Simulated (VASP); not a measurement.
Here is a VASP 6.6.1 calculation.

POSCAR

```
PbO2
1.0
    0.0000000000      2.5260060467      2.6589537334
    2.5260060467      0.0000000000      2.6589537334
    2.5260060467      2.5260060467      0.0000000000
Pb O
1 2
Direct
    0.0000000000      0.0000000000      0.0000000000
    0.2500000000      0.2500000000      0.2500000000
    0.7500000000      0.7500000000      0.7500000000
```

INCAR.step1

```
SYSTEM = PbO2
PREC = Accurate
ENCUT = 520
ISMEAR = 0
SIGMA = 0.15
LREAL = .False.
LASPH = .True.
NELM = 100
NBANDS = 20
GGA = PE
ALGO = Normal
EDIFF = 1E-4
LWAVE = .True.
LCHARG = .False.
```

Contents of INCAR.step2:

```
SYSTEM = PbO2
PREC = Accurate
ENCUT = 520
EDIFF = 1E-6
ISMEAR = 0
SIGMA = 0.15
LREAL = .False.
LASPH = .True.
NELM = 100
ALGO = Normal
ISIF = 2
LWAVE = .False.
LCHARG = .False.
METAGGA = R2SCAN
LMIXTAU = .True.
NBANDS = 20
ISTART = 1
```

Contents of KPOINTS:

```
Automatic mesh
0
Gamma
  16 16 16
  0 0 0
```

Potentials or basis: VASP PAW PBE potentials, release 64 (Pb_d, O).

Command:

```bash
$ cat potpaw_PBE.64/Pb_d/POTCAR potpaw_PBE.64/O/POTCAR > POTCAR
$ cp INCAR.step1 INCAR
$ mpirun -np 1 vasp_std > vasp.out
$ cp INCAR.step2 INCAR
$ mpirun -np 1 vasp_std > vasp.out
```

Problem. What does it give for the band gap on the k mesh?

Solution. Zero (band 13 reaches 7.59 eV, above the bottom of band 14 at 6.16 eV).

Problem. What does it give for the pressure?

Solution. 23.5 GPa.

Stress tensor (GPa, compression positive):
```
29.68  0.00  0.00
 0.00 29.68  0.00
 0.00  0.00 11.05
```

Caveat: the cell differs from its parent crystal (strain -0.050 along x and y, +0.000 along z); the PAW data sets were made with another functional, which shifts forces and pressure a little; spin-orbit coupling is left out, which moves the levels of the heavy elements.
